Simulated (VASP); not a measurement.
Wanted: the native input for a VASP 6.6.1 run.

```
Task                   : single point
Functional             : LDA
Potentials or basis    : VASP PAW LDA potentials, release 64 (Fe, Co)
Cutoff                 : 520 eV
k mesh                 : 10 × 10 × 14
Occupations            : gaussian, width 0.15 eV
Spin                   : collinear spin, ferromagnetic start
Starting moments       : [2.34, 2.66, 2.66, 1.9] μB
Dipole correction      : no
Further INCAR settings : ALGO = Normal; EDIFF = 1e-06; NBANDS = 28
```

The structure of Fe3Co lies in POSCAR:

```
Fe3Co
1.0
    3.9780000000      0.0000000000      0.0000000000
    0.0000000000      3.9780000000      0.0000000000
    0.0000000000      0.0000000000      2.8938000000
Fe Co
3 1
Direct
    0.5000000000      0.5000000000      0.0000000000
    0.5000000000      0.0000000000      0.5000000000
    0.0000000000      0.5000000000      0.5000000000
    0.0000000000      0.0000000000      0.0000000000
```

These files were run (other wordings do the same):

INCAR

```
SYSTEM = Fe3Co
PREC = Accurate
ENCUT = 520
EDIFF = 1E-6
ISMEAR = 0
SIGMA = 0.15
LREAL = .FALSE.
LASPH = .TRUE.
NELM = 150
ALGO = Normal
ISIF = 2
LWAVE = .FALSE.
LCHARG = .FALSE.
ISPIN = 2
MAGMOM = 2.34 2.66 2.66 1.9
LORBIT = 11
LMAXMIX = 4
NBANDS = 28
```

KPOINTS

```
Automatic mesh
0
G
  10 10 14
  0 0 0
```

Potentials or basis: VASP PAW LDA potentials, release 64 (Fe, Co).

The run is started by

```sh
$ cat potpaw_LDA.64/Fe/POTCAR potpaw_LDA.64/Co/POTCAR > POTCAR
$ mpirun -np 1 vasp_std > vasp.out
```

It gave:

| Item | Value |
| --- | --- |
| Pressure | -16.7 GPa |
| Band gap on the k mesh | zero (filled and empty bands overlap) |
| Net moment | 8.98 μB per cell |
| Site moments | Fe +2.24, +2.49 (each value once); Co +1.69 μB |
| Valence electrons inside the program's atomic spheres | Fe 7.27, 7.22 (each value once); Co 8.25 |

Caveat: the cell stands under tension.

Wall time 8.2 min on 1 thread of Intel Xeon 8259CL, on a shared host, peak memory 0.4 GiB.
